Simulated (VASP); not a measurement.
Ti, 1 atom in the cell. It takes space group Im-3m (No. 229, cubic). The conventional cell has a = 3.304 Å, b = 3.304 Å, c = 3.304 Å, α = 90.00°, β = 90.00°, γ = 90.00°. Within 3.8 Å of Ti (site symmetry m-3m) lie 14 Ti at 2.86 to 3.30 Å.  This cell differs from its parent crystal: volume scaled by 1.02.

```yaml
Program: VASP 6.6.1
Task: single point
Functional: PBE
Potentials_or_basis: VASP PAW PBE potentials, release 64 (Ti_sv)
Cutoff: 520 eV
k_mesh: 14 × 14 × 14
Occupations: fermi-dirac, width 0.05 eV
Spin: no spin polarisation
Dipole_correction: no
Further_INCAR_settings: ALGO = Normal; EDIFF = 1e-07; NBANDS = 12
```

Potentials or basis: VASP PAW PBE potentials, release 64 (Ti_sv).

The run is started by

```bash
$ cat potpaw_PBE.64/Ti_sv/POTCAR > POTCAR
$ mpirun -np 1 vasp_std > vasp.out
```

Hardware: 1 thread of Intel Xeon 8259CL, with other jobs on the host.

Estimate the wall time of this run.

It took 32 s on 1 thread of Intel Xeon 8259CL, on a shared host, peak memory 0.15 GiB. Counts: scf iterations 15, k points 104.
